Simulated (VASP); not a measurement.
# SiC (F-43m) in VASP: notebook

SiC is run at these levels: PBE; tasks: single point, relaxation of cell and atoms.

Program: VASP 6.6.1. These are calculated values, not measurements. Logs are shortened: lines on timing, memory, paths and dates and some standing lists are left out, and cuts for length are marked.

## Step 1: The cell of the first run

Symmetry: F-43m, No. 216, cubic system. Conventional cell: a = 4.409 Å, b = 4.409 Å, c = 4.409 Å, α = 90.00°, β = 90.00°, γ = 90.00°. Si (site symmetry -43m) has 4 C at 1.91 Å within 2.5 Å. C (site symmetry -43m) has 4 Si at 1.91 Å within 2.5 Å.

## Step 2: Single point, PBE (10.71 Å³/atom)

Input file INCAR:

```
SYSTEM = SiC
  ALGO = Normal
  EDIFF = 1E-6
  ENCUT = 600
  GGA = PE
  GGA_COMPAT = .FALSE.
  ISIF = 2
  ISMEAR = 0
  LASPH = .TRUE.
  LCHARG = .TRUE.
  LELF = .TRUE.
  LREAL = .FALSE.
  LVHAR = .TRUE.
  LWAVE = .FALSE.
  NBANDS = 11
  NELM = 120
  PREC = Accurate
  SIGMA = 0.01
```

Input file KPOINTS:

```
k-points
0
G
  10 10 10
  0 0 0
```

Input file POSCAR:

```
SiC
1.0
    0.0000000000      2.2043750079      2.2043750079
    2.2043750079      0.0000000000      2.2043750079
    2.2043750079      2.2043750079      0.0000000000
Si C
1 1
Direct
    0.0000000000      0.0000000000      0.0000000000
    0.2500000000      0.2500000000      0.2500000000
```

Potentials or basis: VASP PAW PBE potentials, release 64 (Si, C).

Launch:

```bash
$ cat potpaw_PBE.64/Si/POTCAR potpaw_PBE.64/C/POTCAR > POTCAR
$ mpirun -np 1 vasp_std > vasp.out
```

OUTCAR:

```text
SYSTEM = SiC
   EDIFF = 1E-6
   ENCUT = 600
   GGA = PE
   ISIF = 2
   ISMEAR = 0
   LASPH = .TRUE.
   LREAL = .FALSE.
   NELM = 120
   PREC = Accurate

 ion  position               nearest neighbor table
   1  0.000  0.000  0.000-   2 1.91   2 1.91   2 1.91   2 1.91
   2  0.250  0.250  0.250-   1 1.91   1 1.91   1 1.91   1 1.91

  LATTYP: Found a face centered cubic cell.
 ALAT       =     4.4087500158

  Lattice vectors:

 A1 = (   0.0000000000,   2.2043750079,   2.2043750079)
 A2 = (   2.2043750079,   0.0000000000,   2.2043750079)
 A3 = (   2.2043750079,   2.2043750079,   0.0000000000)

Analysis of symmetry for initial positions (statically):
=====================================================================
 Subroutine PRICEL returns:
 Original cell was already a primitive cell.

 Routine SETGRP: Setting up the symmetry group for a
 face centered cubic supercell.

 Subroutine GETGRP returns: Found 24 space group operations
 (whereof 24 operations were pure point group operations)
 out of a pool of 48 trial point group operations.

The static configuration has the point symmetry T_d .

Analysis of symmetry for dynamics (positions and initial velocities):
=====================================================================
 Subroutine PRICEL returns:
 Original cell was already a primitive cell.

 Routine SETGRP: Setting up the symmetry group for a
 face centered cubic supercell.

 Subroutine GETGRP returns: Found 24 space group operations
 (whereof 24 operations were pure point group operations)
 out of a pool of 48 trial point group operations.

The dynamic configuration has the point symmetry T_d .

 Subroutine INISYM returns: Found 24 space group operations
 (whereof 24 operations are pure point group operations),
 and found     1 'primitive' translations

----------------------------------------------------------------------------------------

                                     Primitive cell

  volume of cell :      21.4233

  direct lattice vectors                    reciprocal lattice vectors
     0.000000000  2.204375008  2.204375008    -0.226821661  0.226821661  0.226821661
     2.204375008  0.000000000  2.204375008     0.226821661 -0.226821661  0.226821661
     2.204375008  2.204375008  0.000000000     0.226821661  0.226821661 -0.226821661

  length of vectors
     3.117457033  3.117457033  3.117457033     0.392866641  0.392866641  0.392866641

  position of ions in fractional coordinates (direct lattice)
     0.000000000  0.000000000  0.000000000
     0.250000000  0.250000000  0.250000000

  ion indices of the primitive-cell ions
   primitive index   ion index
                 1           1
                 2           2

----------------------------------------------------------------------------------------

 KPOINTS: k-points

Automatic generation of k-mesh.
 Grid dimensions read from file:
 generate k-points for:   10   10   10

 Generating k-lattice:

  Cartesian coordinates                     Fractional coordinates (reciprocal lattice)
    -0.022682166  0.022682166  0.022682166     0.100000000  0.000000000  0.000000000
     0.022682166 -0.022682166  0.022682166     0.000000000  0.100000000  0.000000000
     0.022682166  0.022682166 -0.022682166     0.000000000  0.000000000  0.100000000

  Length of vectors
     0.039286664  0.039286664  0.039286664

  Shift w.r.t. Gamma in fractional coordinates (k-lattice)
     0.000000000  0.000000000  0.000000000

 Subroutine IBZKPT returns following result:
 ===========================================

 Found     47 irreducible k-points:

 Following reciprocal coordinates:
            Coordinates               Weight
  0.000000  0.000000  0.000000      1.000000
  0.100000  0.000000  0.000000      8.000000
  0.200000  0.000000  0.000000      8.000000
  0.300000  0.000000  0.000000      8.000000
  0.400000  0.000000  0.000000      8.000000
  0.500000  0.000000  0.000000      4.000000
[... 16 lines left out ...]
  0.300000  0.300000  0.000000      6.000000
  0.400000  0.300000  0.000000     24.000000
 [... further k-points ...]
   k-points           NKPTS =     47   k-points in BZ     NKDIM =     47   number of bands    NBANDS=     11
   number of dos      NEDOS =    301   number of ions     NIONS =      2
   total plane-waves  NPLWV =  21952
   dimension x,y,z NGX =    28 NGY =   28 NGZ =   28
   dimension x,y,z NGXF=    56 NGYF=   56 NGZF=   56
   ions per type =               1   1
   NGX,Y,Z   is equivalent  to a cutoff of  14.93, 14.93, 14.93 a.u.
   NGXF,Y,Z  is equivalent  to a cutoff of  29.86, 29.86, 29.86 a.u.
 SYSTEM =  SiC
   PREC   = accura    normal or accurate (medium, high low for compatibility)
   ISTART =      0    job   : 0-new  1-cont  2-samecut
   ICHARG =      2    charge: 1-file 2-atom 10-const
   ISPIN  =      1    spin polarized calculation?
   LNONCOLLINEAR =      F non collinear calculations
   LSORBIT =      F    spin-orbit coupling
   LASPH  =      T    aspherical Exc in radial PAW
   ENCUT  =  600.0 eV  44.10 Ry    6.64 a.u.   6.23  6.23  6.23*2*pi/ulx,y,z
   NELM   =    120;   NELMIN=  2; NELMDL= -5     # of ELM steps
   EDIFF  = 0.1E-05   stopping-criterion for ELM
   LREAL  =      F    real-space projection
   EDIFFG = 0.1E-04   stopping-criterion for IOM
   NSW    =      0    number of steps for IOM
   IBRION =     -1    ionic relax: 0-MD 1-quasi-New 2-CG
   NFREE  =      0    steps in history (QN), initial steepest desc. (CG)
   ISIF   =      2    stress and relaxation
   ISYM   =      2    0-nonsym 1-usesym 2-fastsym
   POTIM  = 0.5000    time-step for ionic-motion
   TEBEG  =    0.0;   TEEND  =   0.0 temperature during run
   PSTRESS=    0.0 pullay stress
   NELECT =       8.0000    total number of electrons
   NUPDOWN=      -1.0000    fix difference up-down
   EMIN   =  10.00;   EMAX   =-10.00  energy-range for DOS
   EFERMI =   0.00;   METHOD = LEGACY
   ISMEAR =     0;   SIGMA  =   0.01  broadening in eV -4-tet -1-fermi 0-gaus
   EFERMI_NEDOS =   21; number of points for ismear=-14 and -15
   IALGO  =     38    algorithm
   IMIX   =      4    mixing-type and parameters
     AMIX     =   0.40;   BMIX     =  1.00
     AMIX_MAG =   1.60;   BMIX_MAG =  1.00
  volume/ion in A,a.u.               =      10.71        72.29
  Fermi-wavevector in a.u.,A,eV,Ry     =   1.178897  2.227793 18.909365  1.389799
  Thomas-Fermi vector in A             =   2.315218
   LORBIT       =      0    0 simple, 1 ext, 2 COOP (PROOUT), +10 PAW based schemes
   GGA     = PE    functional components
   LHFCALC =     F    Hartree Fock is set to
   AEXX    =    0.0000 exact exchange contribution
   IVDW    =     0    specifies the selected vdW correction
   LEPSILON=     F    determine dielectric tensor
   LRPA    =     F    only Hartree local field effects (RPA)
 non-spin polarized calculation
 Gauss-broadening in eV      SIGMA  =   0.01
  energy-cutoff  :      600.00
  volume of cell :       21.42
 maximum number of plane-waves:       728
 NGX is ok and might be reduce to    28
   NGX = 13   NGY = 13   NGZ = 13

 number of electron       8.0000000 magnetization

 Free energy of the ion-electron system (eV)
  ---------------------------------------------------
  ext. energy  EPLUGINS =         0.00000000
  ---------------------------------------------------
  free energy    TOTEN  =       -15.05672693 eV

  energy without entropy =      -15.05672693  energy(sigma->0) =      -15.05672693

 E-fermi :   7.8694     XC(G=0): -11.2051

 val. band max:        7.7212503040   @ k =   0.0000   0.0000   0.0000
 cond. band min:       9.1098605068   @ k =   0.5000   0.5000   0.0000
 fundamental gap:      1.3886102028
 Fermi energy:         7.8693598874

 k-point     1 :       0.0000    0.0000    0.0000
  band No.  band energies     occupation
      1      -7.4119      2.00000
      2       7.7213      2.00000
      3       7.7213      2.00000
      4       7.7213      2.00000
      5      13.5488      0.00000
      6      14.7920      0.00000
      7      14.7920      0.00000
      8      14.7920      0.00000
      9      22.0276      0.00000
     10      22.0276      0.00000
     11      23.6696      0.00000

 k-point     2 :       0.1000    0.0000    0.0000
  band No.  band energies     occupation
      1      -7.2219      2.00000
      2       6.7166      2.00000
      3       7.5885      2.00000
      4       7.5885      2.00000
      5      13.8579      0.00000
      6      15.0238      0.00000
      7      15.0303      0.00000
      8      15.0303      0.00000
      9      21.1101      0.00000
     10      21.1101      0.00000
     11      23.6922      0.00000

 k-point     3 :       0.2000    0.0000    0.0000
  band No.  band energies     occupation
      1      -6.6607      2.00000
      2       4.6295      2.00000
      3       7.2841      2.00000
      4       7.2841      2.00000
      5      13.6164      0.00000
      6      15.3965      0.00000
      7      15.3965      0.00000
      8      16.1850      0.00000
      9      20.4550      0.00000
     10      20.4550      0.00000
     11      22.8376      0.00000

 k-point     4 :       0.3000    0.0000    0.0000
  band No.  band energies     occupation
      1      -5.7647      2.00000
      2       2.3685      2.00000
      3       6.9707      2.00000
      4       6.9707      2.00000
      5      13.2102      0.00000
      6      15.3037      0.00000
      7      15.3037      0.00000
      8      17.1999      0.00000
      9      21.2190      0.00000
     10      21.2190      0.00000
     11      22.5225      0.00000
[... 239 lines left out ...]
 k-point    22 :      -0.2000    0.2000    0.0000
  band No.  band energies     occupation
      1      -5.4636      2.00000
      2       2.9735      2.00000
      3       4.5714      2.00000
      4       7.0743      2.00000
      5      14.1027      0.00000
      6      15.4354      0.00000
      7      15.8744      0.00000
      8      16.5976      0.00000
      9      19.1101      0.00000
     10      22.8002      0.00000
     11      26.4719      0.00000

 k-point    23 :       0.3000    0.3000    0.0000
  band No.  band energies     occupation
      1      -5.2037      2.00000
      2       3.3721      2.00000
      3       5.4085      2.00000
      4       5.4085      2.00000
      5      10.8336      0.00000
      6      13.2009      0.00000
      7      18.9180      0.00000
      8      18.9180      0.00000
      9      19.7351      0.00000
     10      24.5471      0.00000
     11      29.0103      0.00000

 k-point    24 :       0.4000    0.3000    0.0000
  band No.  band energies     occupation
      1      -4.3622      2.00000
      2       2.1792      2.00000
      3       4.6396      2.00000
      4       5.1512      2.00000
      5      10.5644      0.00000
      6      13.2024      0.00000
      7      18.9748      0.00000
      8      19.3264      0.00000
      9      21.0867      0.00000
     10      25.4817      0.00000
     11      28.4385      0.00000

 [... further k-points ...]
[... 5 lines left out ...]
  --------------------------------------------------------------------------------------
  -------------------------------------------------------------------------------------
  Total       -0.5646732     -0.5646732     -0.5646732     -0.0000000      0.0000000     -0.0000000
  in kB      -42.2300262    -42.2300262    -42.2300262     -0.0000000      0.0000000     -0.0000000
  external PRESSURE =     -42.2300262 kB  Pullay stress =       0.0000000 kB

 VOLUME and BASIS-vectors are now :
 -----------------------------------------------------------------------------
  energy-cutoff  :      600.00
  volume of cell :       21.42
      direct lattice vectors                 reciprocal lattice vectors
     0.000000000  2.204375008  2.204375008    -0.226821661  0.226821661  0.226821661
     2.204375008  0.000000000  2.204375008     0.226821661 -0.226821661  0.226821661
     2.204375008  2.204375008  0.000000000     0.226821661  0.226821661 -0.226821661

 POSITION                                       TOTAL-FORCE (eV/Angst)
 -----------------------------------------------------------------------------------
      0.00000      0.00000      0.00000         0.000000      0.000000      0.000000
      1.10219      1.10219      1.10219        -0.000000     -0.000000     -0.000000
 -----------------------------------------------------------------------------------
    total drift:                               -0.000000     -0.000000     -0.000000

  FREE ENERGIE OF THE ION-ELECTRON SYSTEM (eV)
  ---------------------------------------------------
  free  energy   TOTEN  =       -15.0567269331 eV

  energy  without entropy=      -15.0567269331  energy(sigma->0) =      -15.05672693
```

It took 9.5 s on 1 thread of Intel Xeon Platinum 8488C (Sapphire Rapids), shared host; peak memory 0.15 GiB.

What came out:

| Item | Value |
| --- | --- |
| Free energy | -15.0567 eV |
| Pressure | -4.2 GPa |
| Band gap on the k mesh | 1.39 eV (least direct gap 4.51 eV) |

Caveat: the cell stands under tension.

## Step 3: Single point, PBE (11.45 Å³/atom)

This run uses another cell than the first one, of 11.45 Å³/atom.

Input file INCAR:

```
PREC = Accurate
ENCUT = 600
EDIFF = 1E-6
ISMEAR = 0
SIGMA = 0.02
LREAL = False
LASPH = True
NELM = 120
ALGO = Normal
ISIF = 2
LWAVE = False
LCHARG = True
GGA = PE
LELF = True
LVHAR = True
NBANDS = 11
GGA_COMPAT = False
```

Input file KPOINTS:

```
Automatic mesh
0
Gamma
  10 10 10
```

Input file POSCAR:

```
SiC
1.0
    0.0000000000      2.2536903960      2.2536903960
    2.2536903960      0.0000000000      2.2536903960
    2.2536903960      2.2536903960      0.0000000000
Si C
1 1
Direct
    0.0000000000      0.0000000000      0.0000000000
    0.2500000000      0.2500000000      0.2500000000
```

Potentials or basis: VASP PAW PBE potentials, release 64 (Si, C).

Launch:

```bash
$ cat potpaw_PBE.64/Si/POTCAR potpaw_PBE.64/C/POTCAR > POTCAR
$ mpirun -np 1 vasp_std > vasp.out
```

Run time: 10 s. Hardware: 1 thread of Intel Xeon Platinum 8488C (Sapphire Rapids), shared host; peak memory 0.15 GiB.

It converged, with:

| Item | Value |
| --- | --- |
| Free energy | -14.9641 eV |
| Pressure | -15.6 GPa |
| Band gap on the k mesh | 1.44 eV (least direct gap 4.43 eV) |

Levels at points of the mesh, in eV from the valence-band top:
```
           k point  band 2  band 3  band 4  band 5  band 6  band 7
(0.00, 0.00, 0.00)    0.00    0.00    0.00    5.06    6.64    6.64
(0.50, 0.00, 0.00)   -8.00   -1.03   -1.03    4.54    6.83    6.83
(0.50, 0.50, 0.00)   -7.49   -2.99   -2.99    1.44    3.98   12.88
```

Caveat: the cell stands under tension. A k mesh can miss the band edges.

(Continued in part 2 of 2.)
